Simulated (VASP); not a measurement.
Input of a VASP 6.6.1 run:

Contents of INCAR:

```
SYSTEM = HgTe
ALGO = Normal ; EDIFF = 1E-8
ENCUT = 520 ; ISIF = 2
ISMEAR = -1 ; LASPH = .True.
LCHARG = .False. ; LEFG = .True.
LREAL = .False. ; LWAVE = .False.
NBANDS = 16 ; NELM = 100
PREC = Accurate ; SIGMA = 0.05
```

The input KPOINTS:

```
k-points
0
Gamma
  13 13 13
  0 0 0
```

POSCAR

```
HgTe
1.0
    0.0000000000      3.2235000000      3.2235000000
    3.2235000000      0.0000000000      3.2235000000
    3.2235000000      3.2235000000      0.0000000000
Hg Te
1 1
Direct
    0.0000000000      0.0000000000      0.0000000000
    0.2500000000      0.2500000000      0.2500000000
```

Potentials or basis: VASP PAW LDA potentials, release 64 (Hg, Te).

The run is started by

```sh
$ cat potpaw_LDA.64/Hg/POTCAR potpaw_LDA.64/Te/POTCAR > POTCAR
$ mpirun -np 1 vasp_std > vasp.out
```

(1) What does it give for the band gap on the k mesh?

(2) Predict the pressure.

## Answers

(1) zero (filled and empty bands touch).

(2) 0.0 GPa.

Caveat: without QUAD_EFG the Cq values of the log hold for a quadrupole moment of 1 mb, not for the nuclei; spin-orbit coupling is left out, which moves the levels of the heavy elements.
